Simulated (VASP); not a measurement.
Crystal: Pd.

```
Pd
1.0
    -1.54018    1.54018    1.54018
     1.54018   -1.54018    1.54018
     1.54018    1.54018   -1.54018
Pd
1
Direct
  0.00000 0.00000 0.00000
```

Base run:

- Program: VASP 6.6.1
- Functional: r2SCAN
- Potentials or basis: VASP PAW PBE potentials, release 64 (Pd)
- Cutoff: 520 eV
- k mesh: 12 × 12 × 12
- Occupations: fermi-dirac, width 0.05 eV
- Spin: no spin polarisation

Its results: band gap on the k mesh zero (band 5 reaches 10.42 eV, above the bottom of band 6 at 8.59 eV); pressure 6.2 GPa.

The run is repeated on the same cell with these changes: functional from r2SCAN to PBE. What comes out?

Band gap on the k mesh zero (band 5 reaches 10.56 eV, above the bottom of band 6 at 8.84 eV); pressure 10.1 GPa.

Caveats: the PAW data sets were made with another functional, which shifts forces and pressure a little (some runs).
